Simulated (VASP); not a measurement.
KTaO3, 5 atoms in the cell. Symmetry: Pm-3m, No. 221, cubic system. The conventional cell has a = 4.067 Å, b = 4.067 Å, c = 4.067 Å, α = 90.00°, β = 90.00°, γ = 90.00°. Within 2.7 Å of Ta (site symmetry m-3m) lie 6 O at 2.03 Å. Within 3.8 Å of K (site symmetry m-3m) lie 12 O at 2.88 Å and 8 Ta at 3.52 Å. Within 2.7 Å of O (site symmetry 4/mmm) lie 2 Ta at 2.03 Å. 

* Program: VASP 6.6.1
* Task: single point
* Functional: PBEsol
* Potentials or basis: VASP PAW PBE potentials, release 64 (Ta_pv, K_sv, O)
* Cutoff: 520 eV
* k mesh: 7 × 7 × 7
* Occupations: fermi-dirac, width 0.05 eV
* Spin: no spin polarisation
* Dipole correction: no
* Further INCAR settings: ALGO = Normal; EDIFF = 1e-06; NBANDS = 27

Potentials or basis: VASP PAW PBE potentials, release 64 (Ta_pv, K_sv, O).

The run is started by

```console
$ cat potpaw_PBE.64/Ta_pv/POTCAR potpaw_PBE.64/K_sv/POTCAR potpaw_PBE.64/O/POTCAR > POTCAR
$ mpirun -np 1 vasp_std > vasp.out
```

Hardware: 1 thread of Intel Xeon 8259CL (shared host).

Task: How long does it take, and how much memory?

Result: Wall time 49 s on 1 thread of Intel Xeon 8259CL (shared host), peak memory 0.19 GiB. Counts: scf iterations 14, k points 20.
